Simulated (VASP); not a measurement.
SiC6, 14 atoms in the cell. The cell holds a disordered packing, 14 atoms: a = 5.263 Å, b = 5.133 Å, c = 5.339 Å, α = 87.44°, β = 86.81°, γ = 90.85°. 

* Program: VASP 6.6.1
* Task: single point
* Functional: PBE
* Potentials or basis: VASP PAW PBE potentials, release 64 (Si, C)
* Cutoff: 520 eV
* k mesh: 1 × 1 × 1, shifted
* Occupations: fermi-dirac, width 0.05 eV
* Spin: no spin polarisation
* Dipole correction: no
* Mended: yes
* Further INCAR settings: ALGO = Normal; EDIFF = 1e-06; NBANDS = 41; ISYM = -1

Potentials or basis: VASP PAW PBE potentials, release 64 (Si, C).

The run is started by

```bash
$ cat potpaw_PBE.64/Si/POTCAR potpaw_PBE.64/C/POTCAR > POTCAR
$ mpirun -np 1 vasp_std > vasp.out
```

Hardware: 1 thread of Intel(R) Xeon(R) Platinum 8259CL CPU @ 2.50GHz (Skylake/Cascade Lake) (shared host).

Question: Estimate the wall time of this run.

Answer: Run time: 22 s on 1 thread of Intel(R) Xeon(R) Platinum 8259CL CPU @ 2.50GHz (Skylake/Cascade Lake), with other jobs on the host, peak memory 0.22 GiB. Counts: scf iterations 16, k points 1.
